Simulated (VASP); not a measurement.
# GaN (F-43m) in VASP: a series of runs, part 2 of 2

VASP 6.6.1. Earlier steps stand in the parts before.

### Step 3. Vibrations by perturbation theory, LDA

This run uses another cell than the first one, of 10.95 Å³/atom, 1.112 times its volume.

The input, INCAR:

```
  PREC = Accurate
  ENCUT = 520
  EDIFF = 1E-8
  ISMEAR = 0
  SIGMA = 0.01
  LREAL = False
  LASPH = True
  NELM = 80
  ALGO = Normal
  ISIF = 2
  LWAVE = False
  LCHARG = True
  IBRION = 8
  NSW = 1
  LEPSILON = True
```

The input, KPOINTS:

```
regular mesh
0
Gamma
  10 10 10
```

The input, POSCAR:

```
GaN
1.0
    0.0000000000      2.2205084050      2.2205084050
    2.2205084050      0.0000000000      2.2205084050
    2.2205084050      2.2205084050      0.0000000000
Ga N
1 1
Direct
    0.0000000000      0.0000000000      0.0000000000
    0.7500000000      0.7500000000      0.7500000000
```

Potentials or basis: VASP PAW LDA potentials, release 64 (Ga_d, N).

On the command line:

```sh
$ cat potpaw_LDA.64/Ga_d/POTCAR potpaw_LDA.64/N/POTCAR > POTCAR
$ mpirun -np 1 vasp_std > vasp.out
```

OUTCAR:

```text
PREC = Accurate
   ENCUT = 520
   EDIFF = 1E-8
   ISMEAR = 0
   LREAL = False
   LASPH = True
   NELM = 80
   ISIF = 2
   IBRION = 8
   NSW = 1
   LEPSILON = True

 ion  position               nearest neighbor table
   1  0.000  0.000  0.000-   2 1.92   2 1.92   2 1.92   2 1.92
   2  0.750  0.750  0.750-   1 1.92   1 1.92   1 1.92   1 1.92

  LATTYP: Found a face centered cubic cell.
 ALAT       =     4.4410168100

  Lattice vectors:

 A1 = (   0.0000000000,   2.2205084050,   2.2205084050)
 A2 = (   2.2205084050,   0.0000000000,   2.2205084050)
 A3 = (   2.2205084050,   2.2205084050,   0.0000000000)

Analysis of symmetry for initial positions (statically):
=====================================================================
 Subroutine PRICEL returns:
 Original cell was already a primitive cell.

 Routine SETGRP: Setting up the symmetry group for a
 face centered cubic supercell.

 Subroutine GETGRP returns: Found 24 space group operations
 (whereof 24 operations were pure point group operations)
 out of a pool of 48 trial point group operations.

The static configuration has the point symmetry T_d .

Analysis of symmetry for dynamics (positions and initial velocities):
=====================================================================
 Subroutine PRICEL returns:
 Original cell was already a primitive cell.

 Routine SETGRP: Setting up the symmetry group for a
 face centered cubic supercell.

 Subroutine GETGRP returns: Found 24 space group operations
 (whereof 24 operations were pure point group operations)
 out of a pool of 48 trial point group operations.

The dynamic configuration has the point symmetry T_d .

 Subroutine INISYM returns: Found 24 space group operations
 (whereof 24 operations are pure point group operations),
 and found     1 'primitive' translations

----------------------------------------------------------------------------------------

                                     Primitive cell

  volume of cell :      21.8971

  direct lattice vectors                    reciprocal lattice vectors
     0.000000000  2.220508405  2.220508405    -0.225173658  0.225173658  0.225173658
     2.220508405  0.000000000  2.220508405     0.225173658 -0.225173658  0.225173658
     2.220508405  2.220508405  0.000000000     0.225173658  0.225173658 -0.225173658

  length of vectors
     3.140273102  3.140273102  3.140273102     0.390012216  0.390012216  0.390012216

  position of ions in fractional coordinates (direct lattice)
     0.000000000  0.000000000  0.000000000
     0.750000000  0.750000000  0.750000000

  ion indices of the primitive-cell ions
[... 571 lines left out ...]
 -----------------------------------------------------------------------------
    -0.00102  1.01151  0.00000
     1.01151 -0.00102  0.00000
     0.00000  0.00000  0.00125

--------------------------------------- Ionic step        4  -------------------------------------------

------------------------ aborting loop because EDIFF is reached ----------------------------------------

[... ionic steps 5 to 6 ...]

--------------------------------------- Ionic step        7  -------------------------------------------

 Free energy of the ion-electron system (eV)
  ---------------------------------------------------
  ---------------------------------------------------
  free energy    TOTEN  =        -0.22971619 eV

  energy without entropy =       -0.22971619

------------------------ aborting loop because EDIFF is reached ----------------------------------------

 INTERNAL STRAIN TENSOR  FOR ION    2  DIRECTION 1   (eV/Angst):
 -----------------------------------------------------------------------------
     0.00054  0.00000  0.00000
     0.00000 -0.00381  9.97575
     0.00000  9.97575 -0.00381

 MACROSCOPIC STATIC DIELECTRIC TENSOR (including local field effects in DFT)
 ------------------------------------------------------
           5.699692    -0.000000     0.000000
           0.000000     5.699692    -0.000000
           0.000000     0.000000     5.699692
 ------------------------------------------------------

 PIEZOELECTRIC TENSOR (including local field effects)  for field in x, y, z        (e  Angst)
          XX          YY          ZZ          XY          YZ          ZX
  --------------------------------------------------------------------------------
  x     0.00000    -0.00000    -0.00000     0.00000     1.38420     0.00000
  y     0.00000    -0.00000     0.00000     0.00000     0.00000     1.38420
  z    -0.00000    -0.00000     0.00000     1.38420     0.00000     0.00000

 PIEZOELECTRIC TENSOR (including local field effects)  for field in x, y, z        (C/m^2)
          XX          YY          ZZ          XY          YZ          ZX
  --------------------------------------------------------------------------------
  x     0.00000    -0.00000    -0.00000     0.00000     1.01280     0.00000
  y     0.00000    -0.00000     0.00000     0.00000     0.00000     1.01280
  z    -0.00000    -0.00000     0.00000     1.01280     0.00000     0.00000

 BORN EFFECTIVE CHARGES (including local field effects) (in |e|, cummulative output)
 ---------------------------------------------------------------------------------
 ion    1
    1     2.62121     0.00000     0.00000
    2     0.00000     2.62121    -0.00000
    3     0.00000    -0.00000     2.62121
 ion    2
    1    -2.62121     0.00000    -0.00000
    2     0.00000    -2.62121     0.00000
    3     0.00000     0.00000    -2.62121

 INTERNAL STRAIN TENSOR FOR ION    2 for displacements in x,y,z  (eV/Angst):
          X           Y           Z          XY          YZ          ZX
  --------------------------------------------------------------------------------
  x    -0.00000     0.00000     0.00000     0.00000     9.97575     0.00000
  y     0.00000    -0.00000     0.00000     0.00000     0.00000     9.97575
  z     0.00000     0.00000    -0.00000     9.97575     0.00000     0.00000

 SECOND DERIVATIVES (NOT SYMMETRIZED)
 ------------------------------------
               1X          1Y          1Z          2X          2Y          2Z
  1X   -13.736469    0.000000    0.000000   13.736469    0.000000    0.000000
  1Y     0.000000  -13.736469    0.000000    0.000000   13.736469    0.000000
  1Z     0.000000    0.000000  -13.736469    0.000000    0.000000   13.736469
  2X    13.724390    0.000000    0.000000  -13.724390    0.000000    0.000000
  2Y     0.000000   13.724390    0.000000    0.000000  -13.724390    0.000000
  2Z     0.000000    0.000000   13.724390    0.000000    0.000000  -13.724390

 Eigenvectors and eigenvalues of the dynamical matrix
 ----------------------------------------------------

   1 f  =   16.962374 THz   106.577742 2PiTHz  565.803907 cm-1    70.150712 meV
             X         Y         Z           dx          dy          dz
      0.000000  0.000000  0.000000     0.000000    0.000000   -0.409085
      3.330763  3.330763  3.330763     0.000000    0.000000    0.912496
[... 21 lines left out ...]
   6 f/i=    0.002785 THz     0.017499 2PiTHz    0.092901 cm-1     0.011518 meV
             X         Y         Z           dx          dy          dz
      0.000000  0.000000  0.000000    -0.186601    0.891807    0.050105
      3.330763  3.330763  3.330763    -0.083656    0.399810    0.022463

--------------------------------------------------------------------------------------------------------

 MACROSCOPIC STATIC DIELECTRIC TENSOR IONIC CONTRIBUTION
 ------------------------------------------------------
           4.135211    -0.000000     0.000000
          -0.000000     4.135211     0.000000
           0.000000     0.000000     4.135211
 ------------------------------------------------------

 ELASTIC MODULI CONTR FROM IONIC RELAXATION (kBar)
 Direction    XX          YY          ZZ          XY          YZ          ZX
 --------------------------------------------------------------------------------
 XX          -0.0000      0.0000      0.0000     -0.0000      0.0000     -0.0000
 YY           0.0000     -0.0000      0.0000     -0.0000     -0.0000      0.0000
 ZZ           0.0000      0.0000     -0.0000      0.0000     -0.0000     -0.0000
 XY          -0.0000     -0.0000      0.0000   -496.3588     -0.0000     -0.0000
 YZ           0.0000     -0.0000     -0.0000     -0.0000   -496.3588      0.0000
 ZX          -0.0000      0.0000     -0.0000     -0.0000      0.0000   -496.3588
 --------------------------------------------------------------------------------

 PIEZOELECTRIC TENSOR IONIC CONTR  for field in x, y, z        (C/m^2)
          XX          YY          ZZ          XY          YZ          ZX
  --------------------------------------------------------------------------------
  x     0.00000    -0.00000    -0.00000    -0.00000    -1.34809     0.00000
  y    -0.00000     0.00000    -0.00000    -0.00000     0.00000    -1.34809
  z    -0.00000    -0.00000     0.00000    -1.34809    -0.00000    -0.00000
```

OSZICAR:

```text
N       E                     dE             d eps       ncg     rms          rms(c)
DAV:   1     0.869565081295E+02    0.86957E+02   -0.97285E+03  1318   0.247E+03
DAV:   2    -0.888090413490E+01   -0.95837E+02   -0.90735E+02  1377   0.363E+02
DAV:   3    -0.159259263568E+02   -0.70450E+01   -0.70054E+01  1392   0.880E+01
[... 179 lines left out ...]
RMM:   7    -0.229720624055E+00   -0.12275E-05   -0.38296E-08  8515   0.298E-03    0.707E-04
RMM:   8    -0.229716512723E+00    0.41113E-05   -0.46509E-09  8556   0.953E-04    0.477E-05
RMM:   9    -0.229716293876E+00    0.21885E-06   -0.27420E-09  8783   0.288E-04    0.270E-05
RMM:  10    -0.229716158380E+00    0.13550E-06   -0.44981E-09  8712   0.113E-04    0.421E-06
RMM:  11    -0.229716179192E+00   -0.20812E-07   -0.49990E-09  8753   0.650E-05    0.160E-06
RMM:  12    -0.229716185794E+00   -0.66023E-08   -0.53570E-09  8248   0.483E-05    0.425E-07
 Linear response finished
```

Wall time 3 min (1 thread of Intel Xeon Platinum 8488C (Sapphire Rapids), shared host); peak memory 0.25 GiB.

What came out:

- Electronic dielectric tensor (diagonal): 5.70
- Born charges (mean of the diagonal): Ga +2.62; N -2.62 e
- Highest phonon frequency at Γ, LO-TO splitting left out: 566 cm⁻¹

Phonon frequencies in cm⁻¹ (negative: imaginary):
```csv
q point,frequencies
"(0.000, 0.000, 0.000)",0 0 0 566 566 566
```

Electronic dielectric tensor:
```
5.70 0.00 0.00
0.00 5.70 0.00
0.00 0.00 5.70
```

Born effective charge tensors (e):
atom 1, Ga
```
2.62 0.00 0.00
0.00 2.62 0.00
0.00 0.00 2.62
```
atom 2, N
```
-2.62  0.00  0.00
 0.00 -2.62  0.00
 0.00  0.00 -2.62
```

Caveat: the cell wasn't relaxed at this level first, which shifts response properties.

### Step 4. Vibrations by perturbation theory, LDA

This run uses another cell than the first one, of 10.01 Å³/atom, 1.016 times its volume.

The input, INCAR:

```
ALGO = Normal
EDIFF = 1E-8
ENCUT = 520
GGA = CA
IBRION = 8
ISIF = 2
ISMEAR = 0
LASPH = True
LCHARG = False
LEPSILON = True
LREAL = False
LWAVE = False
NELM = 60
NSW = 1
PREC = Accurate
SIGMA = 0.01
```

The input, KPOINTS:

```
k-points
0
Gamma
  10 10 10
```

The input, POSCAR:

```
GaN
1.0
    0.0000000000      2.1549849227      2.1549849227
    2.1549849227      0.0000000000      2.1549849227
    2.1549849227      2.1549849227      0.0000000000
Ga N
1 1
Direct
    0.0000000000      0.0000000000      0.0000000000
    0.7500000000      0.7500000000      0.7500000000
```

Potentials or basis: VASP PAW LDA potentials, release 64 (Ga_d, N).

On the command line:

```sh
$ cat potpaw_LDA.64/Ga_d/POTCAR potpaw_LDA.64/N/POTCAR > POTCAR
$ mpirun -np 1 vasp_std > vasp.out
```

OUTCAR:

```text
EDIFF = 1E-8
   ENCUT = 520
   GGA = CA
   IBRION = 8
   ISIF = 2
   ISMEAR = 0
   LASPH = True
   LEPSILON = True
   LREAL = False
   NELM = 60
   NSW = 1
   PREC = Accurate

 ion  position               nearest neighbor table
   1  0.000  0.000  0.000-   2 1.87   2 1.87   2 1.87   2 1.87
   2  0.750  0.750  0.750-   1 1.87   1 1.87   1 1.87   1 1.87

  LATTYP: Found a face centered cubic cell.
 ALAT       =     4.3099698454

[... 711 lines left out ...]
      3.232477  3.232477  3.232477    -0.000000   -0.912636   -0.000000
[... 21 lines left out ...]
   6 f/i=    0.003415 THz     0.021459 2PiTHz    0.113920 cm-1     0.014124 meV
             X         Y         Z           dx          dy          dz
      0.000000  0.000000  0.000000    -0.084902    0.126028   -0.899896
      3.232477  3.232477  3.232477    -0.038028    0.056449   -0.403068

--------------------------------------------------------------------------------------------------------

 MACROSCOPIC STATIC DIELECTRIC TENSOR IONIC CONTRIBUTION
 ------------------------------------------------------
           3.373446     0.000000     0.000000
           0.000000     3.373446    -0.000000
           0.000000    -0.000000     3.373446
 ------------------------------------------------------

 ELASTIC MODULI CONTR FROM IONIC RELAXATION (kBar)
 Direction    XX          YY          ZZ          XY          YZ          ZX
 --------------------------------------------------------------------------------
 XX          -0.0000     -0.0000      0.0000     -0.0000      0.0000      0.0000
 YY          -0.0000     -0.0000     -0.0000     -0.0000     -0.0000      0.0000
 ZZ           0.0000     -0.0000     -0.0000      0.0000     -0.0000      0.0000
 XY          -0.0000     -0.0000      0.0000  -1103.7949     -0.0000      0.0000
 YZ           0.0000     -0.0000     -0.0000     -0.0000  -1103.7949     -0.0000
 ZX           0.0000      0.0000      0.0000      0.0000     -0.0000  -1103.7949
 --------------------------------------------------------------------------------

 PIEZOELECTRIC TENSOR IONIC CONTR  for field in x, y, z        (C/m^2)
          XX          YY          ZZ          XY          YZ          ZX
  --------------------------------------------------------------------------------
  x     0.00000    -0.00000    -0.00000    -0.00000    -1.81574    -0.00000
  y     0.00000     0.00000     0.00000     0.00000    -0.00000    -1.81574
  z    -0.00000    -0.00000     0.00000    -1.81574    -0.00000     0.00000
```

OSZICAR:

```text
N       E                     dE             d eps       ncg     rms          rms(c)
DAV:   1     0.874934104950E+02    0.87493E+02   -0.98089E+03  1294   0.258E+03
DAV:   2    -0.934110198439E+01   -0.96835E+02   -0.91237E+02  1357   0.364E+02
DAV:   3    -0.159816240785E+02   -0.66405E+01   -0.66021E+01  1372   0.863E+01
DAV:   4    -0.160805432230E+02   -0.98919E-01   -0.98842E-01  1423   0.106E+01
[... 182 lines left out ...]
RMM:   7    -0.232014825300E+00    0.10260E-04   -0.96502E-09  8600   0.268E-03    0.134E-04
RMM:   8    -0.232017901566E+00   -0.30763E-05   -0.26102E-08  8472   0.839E-04    0.289E-05
RMM:   9    -0.232017425727E+00    0.47584E-06   -0.71680E-09  8723   0.262E-04    0.133E-05
RMM:  10    -0.232017599896E+00   -0.17417E-06   -0.41718E-09  8714   0.110E-04    0.221E-06
RMM:  11    -0.232017607960E+00   -0.80643E-08   -0.32612E-09  8746   0.581E-05    0.678E-07
 Linear response finished
```

stdout:

```text
POSCAR found type information on POSCAR GaN
 POSCAR found :  2 types and       2 ions
 scaLAPACK will be used
 LDA part: xc-table for (Slater(with rela. corr.)+CA(PZ))
 , standard interpolation
 POSCAR, INCAR and KPOINTS ok, starting setup
 FFT: planning ... GRIDC
 FFT: planning ... GRID_SOFT
[... 101 lines left out ...]
 onal to |phi(0)> (-1.018987498132007E-004,3.261280134836397E-015)
 LRF_COMMUTATOR internal error: the vector H(1)-e(1) S(1) |phi(0)> is not orthog
 onal to |phi(0)> (1.447381884150667E-004,1.465494392505207E-014)
 LRF_COMMUTATOR internal error: the vector H(1)-e(1) S(1) |phi(0)> is not orthog
 onal to |phi(0)> (-1.021043662637472E-004,-3.219646771412954E-015)
 LRF_COMMUTATOR internal error: the vector H(1)-e(1) S(1) |phi(0)> is not orthog
 onal to |phi(0)> (1.158924906112802E-004,-2.220446049250313E-016)
 LRF_COMMUTATOR internal error: the vector H(1)-e(1) S(1) |phi(0)> is not orthog
 onal to |phi(0)> (1.089368207009625E-004,4.888450755302642E-015)
 LRF_C
```

Run time: 7.4 min. Hardware: 1 thread of AMD EPYC 7R43 (Zen 3), shared host; peak memory 0.2 GiB.

What came out:

```
Electronic dielectric tensor (diagonal)                 : 5.29
Born charges (mean of the diagonal)                     : Ga +2.58; N -2.58 e
Highest phonon frequency at Γ, LO-TO splitting left out : 644 cm⁻¹
```

Phonon frequencies in cm⁻¹ (negative: imaginary):
```tsv
q point	frequencies
(0.000, 0.000, 0.000)	0 0 0 644 644 644
```

Electronic dielectric tensor:
```
5.29 0.00 0.00
0.00 5.29 0.00
0.00 0.00 5.29
```

Born effective charge tensors (e):
atom 1, Ga
```
2.58 0.00 0.00
0.00 2.58 0.00
0.00 0.00 2.58
```
atom 2, N
```
-2.58  0.00  0.00
 0.00 -2.58  0.00
 0.00  0.00 -2.58
```

Caveat: the cell wasn't relaxed at this level first, which shifts response properties.
